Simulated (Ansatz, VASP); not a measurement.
**One calculation of Ge, two programs**

The input INCAR:

```
ALGO = Normal
EDIFF = 1E-6
ENCUT = 520
GGA = RP
ISIF = 2
ISMEAR = -1
LASPH = True
LCHARG = False
LREAL = False
LWAVE = False
NBANDS = 13
NELM = 100
PREC = Accurate
SIGMA = 0.1
```

File KPOINTS:

```
k-points
0
Gamma
  14 14 14
```

The input POSCAR:

```
Ge
1.0
    0.0000000000      2.0979389985      2.0979389985
    2.0979389985      0.0000000000      2.0979389985
    2.0979389985      2.0979389985      0.0000000000
Ge
1
Direct
    0.0000000000      0.0000000000      0.0000000000
```

Input for Ansatz:

```yaml
crystal:
  lattice:
    - [0.0, 2.0979389985, 2.0979389985]
    - [2.0979389985, 0.0, 2.0979389985]
    - [2.0979389985, 2.0979389985, 0.0]
  atoms:
    - { symbol: Ge, position: [0.0, 0.0, 0.0] }
hamiltonian:
  xc: rpbe
  pseudopotentials:
    kind: paw
    azcp:
      Ge: "pseudopotentials/Ge.paw.azcp"
basis:
  ecutwfc: 420
  fft_grid_basis: typed
kpoints:
  mp_grid: { grid: [14, 14, 14], shift: [0, 0, 0] }
magnetization:
  spin_polarized: false
scf:
  occupations: { method: fermi_dirac, width: 0.1 }
  lower_state_search: "off"
output:
  stress: true
```

Alike in both runs: task single point; functional RPBE; k mesh 14 × 14 × 14; occupations fermi-dirac, width 0.1 eV; no spin polarisation.

|  | VASP | Ansatz |
| --- | --- | --- |
| version | VASP 6.6.1 | Ansatz 0.2.0 |
| potentials or method | VASP PAW PBE potentials, release 64 (Ge_d), cutoff 520 eV | plane waves (420 eV) with PAW, scalar-relativistic |
| valence electrons in the cell | 14 | 14 |

```csv
,VASP,Ansatz,Ansatz less VASP
pressure (GPa),5.9,5.9,+0.08
```

VASP's potentials were made for PBE, not for RPBE. The functional is the same, so the differences come from potentials, cutoffs and numerics.
